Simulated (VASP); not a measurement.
# In3Se: single point with r2SCAN

In3Se:

```
In Se
1.0
     4.80376    0.00000    0.00000
     0.00000    4.80376    0.00000
     0.00000    0.00000    4.80376
In Se
3 1
Direct
  0.00000 0.50000 0.50000
  0.50000 0.00000 0.50000
  0.50000 0.50000 0.00000
  0.00000 0.00000 0.00000
```

```json
{"Program": "VASP 6.6.1", "Task": "single point", "Functional": "r2SCAN", "Potentials or basis": "VASP PAW PBE potentials, release 64 (In_d, Se)", "Cutoff": "520 eV", "k mesh": "5 × 5 × 5", "Occupations": "gaussian, width 0.05 eV", "Spin": "no spin polarisation"}
```

* Pressure: -0.8 GPa

Levels at points of the mesh, in eV from the Fermi level:
```
           k point  band 20  band 21  band 22  band 23  band 24  band 25
(0.00, 0.00, 0.00)    -3.46    -2.24    -2.24     1.09     1.09     1.09
```

Wall time 72 s on 1 thread of AMD EPYC 9R45 96-Core Processor (Zen 5), with other jobs on the host, peak memory 0.19 GiB.

Caveat: the PAW data sets were made with another functional, which shifts forces and pressure a little; spin-orbit coupling is left out, which moves the levels of the heavy elements.
